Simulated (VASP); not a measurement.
A run of VASP 6.6.1:

File INCAR:

```
ALGO = Fast ; EDIFF = 1E-7
ENCUT = 520 ; GGA = PE
ISIF = 2 ; ISMEAR = 0
LASPH = True ; LCHARG = False
LREAL = False ; LWAVE = False
NBANDS = 16 ; NELM = 100
PREC = Accurate ; SIGMA = 0.15
```

Contents of KPOINTS:

```
k-points
0
Gamma
  14 14 14
```

File POSCAR:

```
Al2Cu
1.0
   -2.0446004822      2.0446004822      2.6890032877
    2.0446004822     -2.0446004822      2.6890032877
    2.0446004822      2.0446004822     -2.6890032877
Al Cu
2 1
Direct
    0.7396244084      0.2396244084      0.5000000000
    0.2603755916      0.7603755916      0.5000000000
    0.5000000000      0.5000000000      0.0000000000
```

Potentials or basis: VASP PAW PBE potentials, release 64 (Al, Cu).

Run with:

```console
$ cat potpaw_PBE.64/Al/POTCAR potpaw_PBE.64/Cu/POTCAR > POTCAR
$ mpirun -np 1 vasp_std > vasp.out
```

Hardware: 1 thread of Intel(R) Xeon(R) 6975P-C (Granite Rapids), with other jobs on the host.

**Question.** Estimate the wall time of this run.

**Answer.** Run time: 3.3 min on 1 thread of Intel(R) Xeon(R) 6975P-C (Granite Rapids), with other jobs on the host, peak memory 0.4 GiB. Counts: scf iterations 18, k points 428.
